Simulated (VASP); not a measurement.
A run of VASP 6.6.1 is set up as follows.

The input INCAR:

```
PREC = Accurate
ENCUT = 600
EDIFF = 1E-6
ISMEAR = 0
SIGMA = 0.1
LREAL = F
LASPH = T
NELM = 120
ALGO = Normal
ISIF = 2
LWAVE = F
LCHARG = F
GGA = RP
IVDW = 12
NBANDS = 11
GGA_COMPAT = F
```

The input KPOINTS:

```
regular mesh
0
Gamma
  4 4 4
```

Contents of POSCAR:

```
BN
1.0
    2.5080409239      0.0000000000      0.0000000000
   -1.2467107647      2.1762310413      0.0000000000
   -0.6306650796     -1.0881155206      3.0225400000
B N
1 1
Direct
    1.9706430000      1.1604990000      0.0768060000
    1.6595060000      0.5093850000      1.0599990000
```

Potentials or basis: VASP PAW PBE potentials, release 64 (B, N).

The run is started by

```sh
$ cat potpaw_PBE.64/B/POTCAR potpaw_PBE.64/N/POTCAR > POTCAR
$ mpirun -np 1 vasp_std > vasp.out
```

Q: Estimate the band gap on the k mesh.

A: 3.11 eV, indirect (least direct gap 4.93 eV).

Q: Estimate the pressure.

A: -1.0 GPa.

Q: Estimate the dispersion energy per atom.

A: -0.462 eV.

Forces in eV/Å, atoms in the order of the input:
```
B    1.710  2.129 -0.584
N   -1.710 -2.129  0.584
```

Caveat: the k points lie up to 0.77 Å⁻¹ apart; three body term missing; the PAW data sets were made with another functional, which shifts forces and pressure a little. A k mesh can miss the band edges.
